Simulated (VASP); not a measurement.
Wanted: the native input for a VASP 6.6.1 run.

```
Task                   : single point
Functional             : PBE
Potentials or basis    : VASP PAW PBE potentials, release 64 (Sr_sv, O)
Cutoff                 : 520 eV
k mesh                 : 8 × 8 × 8
Occupations            : fermi-dirac, width 0.02 eV
Spin                   : no spin polarisation
Dipole correction      : no
Further INCAR settings : ALGO = Normal; EDIFF = 1e-06; NBANDS = 15
```

The structure of SrO lies in POSCAR:

```
SrO
1.0
    3.0510472231      0.0000000000      0.0000000000
    0.0000000000      3.0510472231      0.0000000000
    0.0000000000      0.0000000000      3.1028650697
Sr O
1 1
Direct
    0.0000000000      0.0000000000      0.0000000000
    0.5000000000      0.5000000000      0.5000000000
```

This cell differs from its parent crystal: biaxial xy strain -1.7%.

One way to write it, as run:

INCAR

```
PREC = Accurate
ENCUT = 520
EDIFF = 1E-6
ISMEAR = -1
SIGMA = 0.02
LREAL = False
LASPH = True
NELM = 80
ALGO = Normal
ISIF = 2
LWAVE = False
LCHARG = True
GGA = PE
LELF = True
LVHAR = True
NBANDS = 15
```

KPOINTS

```
Automatic mesh
0
Gamma
  8 8 8
```

Potentials or basis: VASP PAW PBE potentials, release 64 (Sr_sv, O).

Run with:

```bash
$ cat potpaw_PBE.64/Sr_sv/POTCAR potpaw_PBE.64/O/POTCAR > POTCAR
$ mpirun -np 1 vasp_std > vasp.out
```

Results of the run:

| Quantity | Value |
| --- | --- |
| Pressure | 7.4 GPa |
| Band gap on the k mesh | 2.69 eV, indirect (least direct gap 2.74 eV) |

Caveat: the cell differs from its parent crystal (biaxial xy strain -1.7%).

Wall time 26 s on 1 thread of Intel(R) Xeon(R) Platinum 8259CL CPU @ 2.50GHz (Skylake/Cascade Lake), on a shared host, peak memory 0.15 GiB.
